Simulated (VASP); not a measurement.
Here is a VASP 6.6.1 calculation.

POSCAR

```
ZrC
1.0
    0.0000000000      1.9376948050      1.9376948050
    1.9376948050      0.0000000000      1.9376948050
    1.9376948050      1.9376948050      0.0000000000
Zr C
1 1
Direct
    0.5000000000      0.5000000000      0.5000000000
    0.0000000000      0.0000000000      0.0000000000
```

File INCAR.step1:

```
SYSTEM = ZrC
PREC = Accurate ; ENCUT = 520
ISMEAR = -1 ; SIGMA = 0.05
LREAL = .FALSE. ; LASPH = .TRUE.
NELM = 100 ; NBANDS = 15
GGA = PE ; ALGO = Normal
EDIFF = 1E-4 ; LWAVE = .TRUE.
LCHARG = .FALSE.
```

The input INCAR.step2:

```
SYSTEM = ZrC
PREC = Accurate ; ENCUT = 520
EDIFF = 1E-8 ; ISMEAR = -1
SIGMA = 0.05 ; LREAL = .FALSE.
LASPH = .TRUE. ; NELM = 100
ALGO = Normal ; ISIF = 2
LWAVE = .FALSE. ; LCHARG = .FALSE.
METAGGA = R2SCAN ; LMIXTAU = .TRUE.
LEFG = .TRUE. ; NBANDS = 15
ISTART = 1
```

The input KPOINTS:

```
regular mesh
0
G
  13 13 13
  0 0 0
```

Potentials or basis: VASP PAW PBE potentials, release 64 (Zr_sv, C).

Run with:

```bash
$ cat potpaw_PBE.64/Zr_sv/POTCAR potpaw_PBE.64/C/POTCAR > POTCAR
$ cp INCAR.step1 INCAR
$ mpirun -np 1 vasp_std > vasp.out
$ cp INCAR.step2 INCAR
$ mpirun -np 1 vasp_std > vasp.out
```

(1) Predict the pressure.

(2) Predict the band gap on the k mesh.

Answers

(1) 408.5 GPa.

(2) zero (band 8 reaches 19.53 eV, above the bottom of band 9 at 17.49 eV).

Caveat: without QUAD_EFG the Cq values of the log hold for a quadrupole moment of 1 mb, not for the nuclei; the PAW data sets were made with another functional, which shifts forces and pressure a little.
